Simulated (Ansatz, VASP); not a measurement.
## Mo: VASP beside Ansatz

The input INCAR:

```
SYSTEM = Mo
  PREC = Accurate
  ENCUT = 520
  EDIFF = 1E-6
  ISMEAR = 0
  SIGMA = 0.15
  LREAL = .FALSE.
  LASPH = .TRUE.
  NELM = 60
  ALGO = Fast
  ISIF = 2
  LWAVE = .FALSE.
  LCHARG = .TRUE.
  GGA = PE
  LELF = .TRUE.
  LVHAR = .TRUE.
  NBANDS = 13
```

File KPOINTS:

```
Automatic mesh
0
G
  22 22 22
  0 0 0
```

POSCAR

```
Mo
1.0
   -1.5670725000      1.5710000000      1.5670725000
    1.5749275000     -1.5710000000      1.5749275000
    1.5670725000      1.5710000000     -1.5670725000
Mo
1
Direct
    0.0000000000      0.0000000000      0.0000000000
```

Input for Ansatz:

```yaml
crystal:
  lattice:
    - [-1.5670725, 1.571, 1.5670725]
    - [1.5749275, -1.571, 1.5749275]
    - [1.5670725, 1.571, -1.5670725]
  atoms:
    - { symbol: Mo, position: [0.0, 0.0, 0.0] }
basis:
  ecutwfc: 420
kpoints:
  mp_grid: { grid: [22, 22, 22] }
hamiltonian:
  xc: pbe
scf:
  occupations: { method: gaussian, width: 0.15 }
output:
  forces: true
  stress: true
  eigenvalues: true
```

Change from the starting cell: strain +0.0050 x Voigt [0, 0, 0, 0, 1, 0], atoms carried along.

Alike in both runs: task single point; functional PBE; k mesh 22 × 22 × 22; occupations gaussian, width 0.15 eV; no spin polarisation.

|  | VASP | Ansatz |
| --- | --- | --- |
| version | VASP 6.6.1 | Ansatz 0.2.0 |
| potentials or method | VASP PAW PBE potentials, release 64 (Mo_sv), cutoff 520 eV | scalar-relativistic, plane waves, PAW |
| valence electrons in the cell | 14 | 14 |

VASP gave:

| Item | Value |
| --- | --- |
| gap on the k mesh at the Fermi level (eV) | none |
| pressure (GPa) | 5.4 |
| traceless stress, the component that is largest in VASP (GPa) | -0.52 |

Q: What did Ansatz give for the same quantities?

A: gap on the k mesh at the Fermi level (eV): none; pressure (GPa): 4.8; traceless stress, the component that is largest in VASP (GPa): -0.52.

A gap of «none» marks a metal or a gap that the smearing closes. With one functional, cell and mesh, what is left measures potentials, basis and numerics.
